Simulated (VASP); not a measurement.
# SnO2 in VASP: notebook

The runs below take SnO2 through single point, with r2SCAN.

Everything below comes from runs of VASP 6.6.1. Logs are shortened: lines on timing, memory, paths and dates and some standing lists are left out, and cuts for length are marked.

## (1) The cell of the first run

The typed cell holds 6 atoms: a = 4.760 Å, b = 4.760 Å, c = 3.201 Å, α = 90.00°, β = 90.00°, γ = 90.00°.

## (2) Single point, r2SCAN

POSCAR reads:

```
SnO2
1.0
    4.7598181028      0.0000000000      0.0000000000
    0.0000000000      4.7600576175      0.0000000000
    0.0000000000      0.0000000000      3.2007107555
Sn O
2 4
Direct
    0.4257347483      0.5742885293      0.5000000000
   -0.0742652517      0.0742885293      0.0000000000
    0.3058623572      0.3059582262      0.0000000000
    0.8058623572      0.1940417738      0.5000000000
    0.1941376428      0.8059582262      0.5000000000
    0.6941376428      0.6940417738      0.0000000000
```

INCAR.step1 reads:

```
ALGO     = Normal         # electronic algorithm
EDIFF    = 1E-4           # SCF threshold, eV
ENCUT    = 520            # plane-wave cutoff, eV
GGA      = PE             # functional
ISMEAR   = 0              # smearing method
LASPH    = True           # aspherical terms in the spheres
LCHARG   = False          # write CHGCAR
LREAL    = False          # projectors in reciprocal space
LWAVE    = True           # write WAVECAR
NBANDS   = 35             # bands
NELM     = 100            # most SCF steps
PREC     = Accurate       # precision mode
SIGMA    = 0.05           # smearing width, eV
```

INCAR.step2 reads:

```
ALGO     = Normal         # electronic algorithm
EDIFF    = 1E-6           # SCF threshold, eV
ENCUT    = 520            # plane-wave cutoff, eV
ISIF     = 2              # what is computed and relaxed
ISMEAR   = 0              # smearing method
ISTART   = 1            
LASPH    = True           # aspherical terms in the spheres
LCHARG   = True           # write CHGCAR
LELF     = True           # ELF
LMIXTAU  = True         
LREAL    = False          # projectors in reciprocal space
LVHAR    = True         
LWAVE    = False          # write WAVECAR
METAGGA  = R2SCAN         # meta-GGA
NBANDS   = 35             # bands
NELM     = 100            # most SCF steps
PREC     = Accurate       # precision mode
SIGMA    = 0.05           # smearing width, eV
```

KPOINTS reads:

```
k-points
0
Gamma
  6 6 8
```

Potentials or basis: VASP PAW PBE potentials, release 64 (Sn_d, O).

On the command line:

```console
$ cat potpaw_PBE.64/Sn_d/POTCAR potpaw_PBE.64/O/POTCAR > POTCAR
$ cp INCAR.step1 INCAR
$ mpirun -np 1 vasp_std > vasp.out
$ cp INCAR.step2 INCAR
$ mpirun -np 1 vasp_std > vasp.out
```

OUTCAR:

```text
EDIFF = 1E-6
   ENCUT = 520
   ISIF = 2
   ISMEAR = 0
   ISTART = 1
   LASPH = True
   LREAL = False
   METAGGA = R2SCAN
   NELM = 100
   PREC = Accurate

 ion  position               nearest neighbor table
   1  0.426  0.574  0.500-   5 1.56   3 2.13   3 2.13   6 2.13   6 2.13   4 2.56   2 3.73   2 3.73
                             2 3.73   2 3.73   2 3.73   2 3.73   2 3.73   2 3.73
   2  0.926  0.074  0.000-   4 1.79   4 1.79   3 2.12   6 2.12   5 2.41   5 2.41   1 3.73   1 3.73
                             1 3.73   1 3.73   1 3.73   1 3.73   1 3.73   1 3.73
   3  0.306  0.306  0.000-   2 2.12   1 2.13   1 2.13
   4  0.806  0.194  0.500-   2 1.79   2 1.79   1 2.56
   5  0.194  0.806  0.500-   1 1.56   2 2.41   2 2.41
   6  0.694  0.694  0.000-   2 2.12   1 2.13   1 2.13

  LATTYP: Found a simple orthorhombic cell.
 ALAT       =     3.2007107555
 B/A-ratio  =     1.4871128529
 C/A-ratio  =     1.4871876846

  Lattice vectors:

 A1 = (   0.0000000000,   0.0000000000,   3.2007107555)
 A2 = (   4.7598181028,   0.0000000000,   0.0000000000)
 A3 = (   0.0000000000,   4.7600576175,   0.0000000000)

Analysis of symmetry for initial positions (statically):
=====================================================================
 Subroutine PRICEL returns:
 Original cell was already a primitive cell.

 Routine SETGRP: Setting up the symmetry group for a
 simple orthorhombic supercell.

 Subroutine GETGRP returns: Found  2 space group operations
 (whereof  2 operations were pure point group operations)
 out of a pool of  8 trial point group operations.

The static configuration has the point symmetry C_1h.

Analysis of symmetry for dynamics (positions and initial velocities):
=====================================================================
 Subroutine PRICEL returns:
 Original cell was already a primitive cell.

 Routine SETGRP: Setting up the symmetry group for a
 simple orthorhombic supercell.

 Subroutine GETGRP returns: Found  2 space group operations
 (whereof  2 operations were pure point group operations)
 out of a pool of  8 trial point group operations.

The dynamic configuration has the point symmetry C_1h.

 Subroutine INISYM returns: Found  2 space group operations
 (whereof  2 operations are pure point group operations),
 and found     1 'primitive' translations

----------------------------------------------------------------------------------------

                                     Primitive cell

  volume of cell :      72.5185

  direct lattice vectors                    reciprocal lattice vectors
     4.759818103  0.000000000  0.000000000     0.210092062  0.000000000  0.000000000
     0.000000000  4.760057618  0.000000000     0.000000000  0.210081491  0.000000000
     0.000000000  0.000000000  3.200710755     0.000000000  0.000000000  0.312430606

  length of vectors
     4.759818103  4.760057618  3.200710755     0.210092062  0.210081491  0.312430606

  position of ions in fractional coordinates (direct lattice)
     0.425734748  0.574288529  0.500000000
     0.925734748  0.074288529  0.000000000
     0.305862357  0.305958226  0.000000000
     0.805862357  0.194041774  0.500000000
     0.194137643  0.805958226  0.500000000
     0.694137643  0.694041774  0.000000000

  ion indices of the primitive-cell ions
   primitive index   ion index
                 1           1
                 2           2
                 3           3
                 4           4
                 5           5
                 6           6

----------------------------------------------------------------------------------------

 KPOINTS: k-points

Automatic generation of k-mesh.
 Grid dimensions read from file:
 generate k-points for:    6    6    8

 Generating k-lattice:

  Cartesian coordinates                     Fractional coordinates (reciprocal lattice)
     0.035015344  0.000000000  0.000000000     0.166666667  0.000000000  0.000000000
     0.000000000  0.035013582  0.000000000     0.000000000  0.166666667  0.000000000
     0.000000000  0.000000000  0.039053826     0.000000000  0.000000000  0.125000000

  Length of vectors
     0.035015344  0.035013582  0.039053826

  Shift w.r.t. Gamma in fractional coordinates (k-lattice)
     0.000000000  0.000000000  0.000000000

 Subroutine IBZKPT returns following result:
 ===========================================

 Found    100 irreducible k-points:

 Following reciprocal coordinates:
            Coordinates               Weight
  0.000000  0.000000  0.000000      1.000000
  0.166667  0.000000  0.000000      2.000000
  0.333333  0.000000  0.000000      2.000000
  0.500000  0.000000  0.000000      1.000000
  0.000000  0.166667  0.000000      2.000000
  0.166667  0.166667  0.000000      2.000000
[... 16 lines left out ...]
  0.333333  0.000000  0.125000      4.000000
  0.500000  0.000000  0.125000      2.000000
 [... further k-points ...]
   k-points           NKPTS =    100   k-points in BZ     NKDIM =    100   number of bands    NBANDS=     35
   number of dos      NEDOS =    301   number of ions     NIONS =      6
   total plane-waves  NPLWV =  31104
   dimension x,y,z NGX =    36 NGY =   36 NGZ =   24
   dimension x,y,z NGXF=    72 NGYF=   72 NGZF=   48
   ions per type =               2   4
   NGX,Y,Z   is equivalent  to a cutoff of  12.57, 12.57, 12.47 a.u.
   NGXF,Y,Z  is equivalent  to a cutoff of  25.15, 25.15, 24.93 a.u.
 SYSTEM =  unknown system
   PREC   = accura    normal or accurate (medium, high low for compatibility)
   ISTART =      1    job   : 0-new  1-cont  2-samecut
   ICHARG =      0    charge: 1-file 2-atom 10-const
   ISPIN  =      1    spin polarized calculation?
   LNONCOLLINEAR =      F non collinear calculations
   LSORBIT =      F    spin-orbit coupling
   LASPH  =      T    aspherical Exc in radial PAW
   ENCUT  =  520.0 eV  38.22 Ry    6.18 a.u.   8.85  8.85  5.95*2*pi/ulx,y,z
   NELM   =    100;   NELMIN=  2; NELMDL=  0     # of ELM steps
   EDIFF  = 0.1E-05   stopping-criterion for ELM
   LREAL  =      F    real-space projection
   EDIFFG = 0.1E-04   stopping-criterion for IOM
   NSW    =      0    number of steps for IOM
   IBRION =     -1    ionic relax: 0-MD 1-quasi-New 2-CG
   NFREE  =      0    steps in history (QN), initial steepest desc. (CG)
   ISIF   =      2    stress and relaxation
   ISYM   =      2    0-nonsym 1-usesym 2-fastsym
   POTIM  = 0.5000    time-step for ionic-motion
   TEBEG  =    0.0;   TEEND  =   0.0 temperature during run
   PSTRESS=    0.0 pullay stress
   NELECT =      52.0000    total number of electrons
   NUPDOWN=      -1.0000    fix difference up-down
   EMIN   =  10.00;   EMAX   =-10.00  energy-range for DOS
   EFERMI =   0.00;   METHOD = LEGACY
   ISMEAR =     0;   SIGMA  =   0.05  broadening in eV -4-tet -1-fermi 0-gaus
   EFERMI_NEDOS =   21; number of points for ismear=-14 and -15
   IALGO  =     38    algorithm
   IMIX   =      4    mixing-type and parameters
     AMIX     =   0.40;   BMIX     =  1.00
     AMIX_MAG =   1.60;   BMIX_MAG =  1.00
  volume/ion in A,a.u.               =      12.09        81.56
  Fermi-wavevector in a.u.,A,eV,Ry     =   1.465299  2.769014 29.213088  2.147101
  Thomas-Fermi vector in A             =   2.581173
   LORBIT       =      0    0 simple, 1 ext, 2 COOP (PROOUT), +10 PAW based schemes
   METAGGA = R2SCAN    functional components
   LHFCALC =     F    Hartree Fock is set to
   AEXX    =    0.0000 exact exchange contribution
   IVDW    =     0    specifies the selected vdW correction
   LEPSILON=     F    determine dielectric tensor
   LRPA    =     F    only Hartree local field effects (RPA)
 non-spin polarized calculation
 Gauss-broadening in eV      SIGMA  =   0.05
  energy-cutoff  :      520.00
  volume of cell :       72.52
 maximum number of plane-waves:      1992
 NGX is ok and might be reduce to    36
   NGX = 17   NGY = 17   NGZ = 11

 number of electron      51.9999985 magnetization

 Free energy of the ion-electron system (eV)
  ---------------------------------------------------
  ext. energy  EPLUGINS =         0.00000000
  ---------------------------------------------------
  free energy    TOTEN  =       -79.10453332 eV

  energy without entropy =      -79.10453332  energy(sigma->0) =      -79.10453332

 E-fermi :   5.6468     XC(G=0): -11.9163

 val. band max:        5.3354763133   @ k =   0.0000   0.0000   0.0000
 cond. band min:       7.4108240592   @ k =   0.0000   0.0000   0.0000
 fundamental gap:      2.0753477459
 Fermi energy:         5.6467899957

 k-point     1 :       0.0000    0.0000    0.0000
  band No.  band energies     occupation
      1     -17.6421      2.00000
      2     -17.2536      2.00000
      3     -15.5267      2.00000
      4     -15.3276      2.00000
      5     -15.1868      2.00000
      6     -14.9275      2.00000
[... 27 lines left out ...]
     34      18.1552      0.00000
     35      19.0282      0.00000

 k-point     2 :       0.1667    0.0000    0.0000
  band No.  band energies     occupation
      1     -17.6228      2.00000
      2     -17.2771      2.00000
      3     -15.5265      2.00000
      4     -15.3306      2.00000
      5     -15.1838      2.00000
      6     -14.9268      2.00000
[... 27 lines left out ...]
     34      18.3015      0.00000
     35      18.9376      0.00000

 k-point     3 :       0.3333    0.0000    0.0000
  band No.  band energies     occupation
      1     -17.5736      2.00000
      2     -17.3350      2.00000
      3     -15.5260      2.00000
      4     -15.3374      2.00000
      5     -15.1775      2.00000
      6     -14.9255      2.00000
[... 27 lines left out ...]
     34      18.7491      0.00000
     35      19.0151      0.00000
[... 723 lines left out ...]
 k-point    23 :       0.3333    0.0000    0.1250
  band No.  band energies     occupation
      1     -17.5460      2.00000
      2     -17.2669      2.00000
      3     -15.5549      2.00000
      4     -15.3389      2.00000
      5     -15.1753      2.00000
      6     -14.9476      2.00000
[... 27 lines left out ...]
     34      18.5679      0.00000
     35      19.1659      0.00000

 k-point    24 :       0.5000    0.0000    0.1250
  band No.  band energies     occupation
      1     -17.5233      2.00000
      2     -17.2932      2.00000
      3     -15.5557      2.00000
      4     -15.3451      2.00000
      5     -15.1706      2.00000
      6     -14.9473      2.00000
[... 27 lines left out ...]
     34      18.8058      0.00000
     35      19.5532      0.00000

 [... further k-points ...]

------------------------ aborting loop because EDIFF is reached ----------------------------------------

  FORCE on cell =-STRESS in cart. coord.  units (eV):
  Direction    XX          YY          ZZ          XY          YZ          ZX
  --------------------------------------------------------------------------------------
  -------------------------------------------------------------------------------------
  Total       15.6613487     15.6666379     13.4638264    -19.1478672      0.0000000      0.0000000
  in kB      346.0116694    346.1285254    297.4610379   -423.0405459      0.0000000      0.0000000
  external PRESSURE =     329.8670776 kB  Pullay stress =       0.0000000 kB

 VOLUME and BASIS-vectors are now :
 -----------------------------------------------------------------------------
  energy-cutoff  :      520.00
  volume of cell :       72.52
      direct lattice vectors                 reciprocal lattice vectors
     4.759818103  0.000000000  0.000000000     0.210092062  0.000000000  0.000000000
     0.000000000  4.760057618  0.000000000     0.000000000  0.210081491  0.000000000
     0.000000000  0.000000000  3.200710755     0.000000000  0.000000000  0.312430606

 POSITION                                       TOTAL-FORCE (eV/Angst)
 -----------------------------------------------------------------------------------
      2.02642      2.73365      1.60036        15.424459    -15.429038      0.000000
      4.40633      0.35362      0.00000         5.040345     -5.039343      0.000000
      1.45585      1.45638      0.00000        -0.437144      0.034164      0.000000
      3.83576      0.92365      1.60036        -4.146913      4.144071      0.000000
      0.92406      3.83641      1.60036       -15.846399     15.851475      0.000000
      3.30397      3.30368      0.00000        -0.034347      0.438672      0.000000
 -----------------------------------------------------------------------------------
    total drift:                                0.000944     -0.001031     -0.000000

  FREE ENERGIE OF THE ION-ELECTRON SYSTEM (eV)
  ---------------------------------------------------
  free  energy   TOTEN  =       -79.1045333152 eV

  energy  without entropy=      -79.1045333152  energy(sigma->0) =      -79.10453332
```

Run time: 15 min. Hardware: 1 thread of Intel Xeon Platinum 8175M at 2.50GHz (Skylake/Cascade Lake), shared host; peak memory 0.32 GiB.

What came out:

```
Free energy            : -79.1045 eV
Pressure               : 33.0 GPa
Largest force          : 22.414 eV/Å
Band gap on the k mesh : 2.08 eV, direct
```

Forces in eV/Å, atoms in the order of the input:
```
Sn   15.424 -15.429   0.000
Sn    5.040  -5.039   0.000
O    -0.437   0.034   0.000
O    -4.147   4.144   0.000
O   -15.846  15.851   0.000
O    -0.034   0.439   0.000
```

Levels at points of the mesh, in eV from the valence-band top:
```csv
k point,band 24,band 25,band 26,band 27,band 28,band 29
"(0.00, 0.00, 0.00)",-0.60,-0.11,0.00,2.08,5.99,7.84
"(0.50, 0.00, 0.00)",-0.61,-0.59,-0.20,4.95,5.13,7.82
"(0.00, 0.50, 0.00)",-0.61,-0.59,-0.20,4.95,5.13,7.82
"(0.50, 0.50, 0.00)",-0.99,-0.83,-0.77,5.14,5.59,8.39
"(0.00, 0.00, 0.50)",-1.30,-1.14,-0.95,6.47,6.87,9.64
"(0.50, 0.00, 0.50)",-0.73,-0.63,-0.42,6.61,6.85,8.77
"(0.00, 0.50, 0.50)",-0.73,-0.63,-0.42,6.61,6.85,8.77
"(0.50, 0.50, 0.50)",-0.71,-0.40,-0.39,5.11,5.97,9.04
```

Caveat: the cell differs from its parent crystal (all Sn atoms moved -0.500 Å, as atom 1 towards its neighbour atom 4 (O) at 2.059 Å); the PAW data sets were made with another functional, which shifts forces and pressure a little; spin-orbit coupling is left out, which moves the levels of the heavy elements.

(Continued in part 2 of 2.)
